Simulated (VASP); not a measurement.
A run of VASP 6.6.1 is set up as follows.

Contents of INCAR:

```
PREC = Accurate
ENCUT = 600
EDIFF = 1E-6
ISMEAR = 0
SIGMA = 0.05
LREAL = F
LASPH = T
NELM = 200
ALGO = Normal
ISIF = 2
LWAVE = F
LCHARG = T
ISPIN = 2
MAGMOM = 2.05 0 0
LORBIT = 11
LMAXMIX = 4
GGA = PS
LELF = T
LVHAR = T
NBANDS = 22
GGA_COMPAT = F
```

The input KPOINTS:

```
regular mesh
0
Gamma
  12 12 10
```

The input POSCAR:

```
CrC2
1.0
    2.4917448103      0.0000000000      0.0000000000
   -1.2458724052      2.1579143055      0.0000000000
    0.0000000000      0.0000000000      4.4519619049
Cr C
1 2
Direct
    0.0000000000      0.0000000000      0.0000000000
    0.3333333333      0.6666666667      0.5000000000
    0.6666666667      0.3333333333      0.5000000000
```

Potentials or basis: VASP PAW PBE potentials, release 64 (Cr_sv, C).

Run with:

```console
$ cat potpaw_PBE.64/Cr_sv/POTCAR potpaw_PBE.64/C/POTCAR > POTCAR
$ mpirun -np 1 vasp_std > vasp.out
```

(1) Estimate the net moment.

(2) Estimate the site moments.

(3) Estimate the pressure.

## Answers

(1) 0.19 μB per cell.

(2) Cr +0.17; C -0.00 μB.

(3) -1.2 GPa.

Caveat: the PAW data sets were made with another functional, which shifts forces and pressure a little.
